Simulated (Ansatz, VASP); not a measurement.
Two plane-wave programs on Cu

The input INCAR:

```
PREC = Accurate
ENCUT = 520
EDIFF = 1E-6
ISMEAR = 0
SIGMA = 0.1
LREAL = False
LASPH = True
NELM = 60
ALGO = Normal
ISIF = 2
LWAVE = False
LCHARG = False
GGA = PS
NBANDS = 12
```

File KPOINTS:

```
regular mesh
0
Gamma
  8 8 8
```

File POSCAR:

```
Cu
1.0
   -1.5131282789      1.5131282789      1.5131282789
    1.5131282789     -1.5131282789      1.5131282789
    1.5131282789      1.5131282789     -1.5131282789
Cu
1
Direct
    0.0000000000      0.0000000000      0.0000000000
```

Input for Ansatz:

```yaml
crystal:
  lattice:
    - [-1.5131282789, 1.5131282789, 1.5131282789]
    - [1.5131282789, -1.5131282789, 1.5131282789]
    - [1.5131282789, 1.5131282789, -1.5131282789]
  atoms:
    - { symbol: Cu, position: [0.0, 0.0, 0.0] }
basis:
  ecutwfc: 420
kpoints:
  mp_grid: { grid: [8, 8, 8] }
hamiltonian:
  xc: pbesol
scf:
  occupations: { method: gaussian, width: 0.1 }
output:
  forces: true
  stress: true
  eigenvalues: true
```

Alike in both runs: task single point; functional PBEsol; k mesh 8 × 8 × 8; occupations gaussian, width 0.1 eV; no spin polarisation.

```csv
,VASP,Ansatz
version,VASP 6.6.1,Ansatz 0.2.0
potentials or method,"VASP PAW PBE potentials, release 64 (Cu), cutoff 520 eV","scalar-relativistic, plane waves, PAW"
valence electrons in the cell,11,19
```

```tsv
	VASP	Ansatz	Ansatz less VASP
gap on the k mesh at the Fermi level (eV)	none	none	-
pressure (GPa)	-19.4	-20.0	-0.60
```

VASP's potentials were made for PBE, not for PBEsol. A gap of «none» marks a metal or a gap that the smearing closes. With one functional, cell and mesh, what is left measures potentials, basis and numerics. VASP's potentials hold 11 valence electrons a cell and Ansatz's 19, so a difference there can come from the potentials and not from the codes.

The k mesh is coarse, so the values compare programs but aren't converged.
